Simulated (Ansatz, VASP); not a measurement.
Two plane-wave programs on MgS

```
Mg S
1.0
     0.00000    2.39352    2.39352
     2.39352    0.00000    2.39352
     2.39352    2.39352    0.00000
Mg S
1 1
Direct
  0.00000 0.00000 0.00000
  0.50000 0.50000 0.50000
```

Change from the starting cell: strain -0.080 along x and y, -0.080 along z, atoms carried along.

Alike in both runs: task single point; functional PBEsol; k mesh 8 × 8 × 8; occupations gaussian, width 0.05 eV; no spin polarisation.

|  | VASP | Ansatz |
| --- | --- | --- |
| version | VASP 6.6.1 | Ansatz 0.2.0 |
| potentials or method | VASP PAW PBE potentials, release 64 (Mg, S), cutoff 600 eV | scalar-relativistic, plane waves, PAW |
| valence electrons in the cell | 8 | 16 |

|  | VASP | Ansatz | Ansatz less VASP |
| --- | --- | --- | --- |
| gap on the k mesh at the Fermi level (eV) | 3.18 | 3.16 | -0.027 |
| least direct gap on the mesh (eV) | 5.54 | 5.51 | -0.035 |
| pressure (GPa) | 30.2 | 30.1 | -0.05 |

VASP's potentials were made for PBE, not for PBEsol. Both programs put the cell under a high pressure, so it lies far from rest at this level. VASP's potentials hold 8 valence electrons a cell and Ansatz's 16, so a difference there can come from the potentials and not from the codes.
